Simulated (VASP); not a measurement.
## HfO2: single point with PBE

The system is HfO2.

```xyz
3
Lattice="3.2522 0.0000 0.0000 -1.6261 2.8728 0.0000 0.0000 0.0000 5.6017" Properties=species:S:1:pos:R:3 pbc="T T T"
Hf    0.0000    0.0000    0.0000
O     0.0000    1.9152    0.9698
O     1.6261    0.9576    4.6319
```

```json
{
  "Program": "VASP 6.6.1",
  "Task": "single point",
  "Functional": "PBE",
  "Potentials or basis": "VASP PAW PBE potentials, release 64 (Hf_pv, O)",
  "Cutoff": "520 eV",
  "k mesh": "12 × 12 × 6",
  "Occupations": "gaussian, width 0.05 eV",
  "Spin": "no spin polarisation"
}
```

```
Pressure               : -5.4 GPa
Largest force          : 0.433 eV/Å
Band gap on the k mesh : 4.66 eV, indirect (least direct gap 4.88 eV)
```

Forces in eV/Å, atoms in the order of the input:
```
Hf   0.000  0.000  0.000
O    0.000 -0.041 -0.431
O    0.000  0.041  0.431
```

Stress tensor (GPa, compression positive):
```
-4.57  0.00  0.00
 0.00 -8.99 -0.26
 0.00 -0.26 -2.65
```

Levels at points of the mesh, in eV from the valence-band top:
```
           k point  band 7  band 8  band 9  band 10  band 11  band 12  band 13  band 14  band 15  band 16
(0.00, 0.00, 0.00)   -3.47   -3.23   -0.42    -0.33    -0.26     4.85     5.04     5.05     7.46     9.88
(0.50, 0.00, 0.00)   -2.48   -1.77   -1.27    -1.09    -0.49     4.66     5.72     6.88     9.43    10.26
(0.00, 0.50, 0.00)   -2.43   -1.84   -1.24    -1.00    -0.52     4.71     5.69     6.80     9.23    10.28
(0.00, 0.00, 0.50)   -3.47   -2.99   -0.83    -0.34    -0.27     4.88     5.03     5.67     7.61     8.43
(0.50, 0.00, 0.50)   -2.50   -1.86   -1.22    -1.07    -0.33     4.75     5.84     6.88     9.26    10.16
(0.00, 0.50, 0.50)   -2.45   -1.93   -1.18    -0.99    -0.37     4.78     5.81     6.79     9.05    10.06
```

It took 4.9 min on 1 thread of AMD EPYC 7R13 (shared host), peak memory 0.31 GiB.

Caveat: spin-orbit coupling is left out, which moves the levels of the heavy elements. A k mesh can miss the band edges.
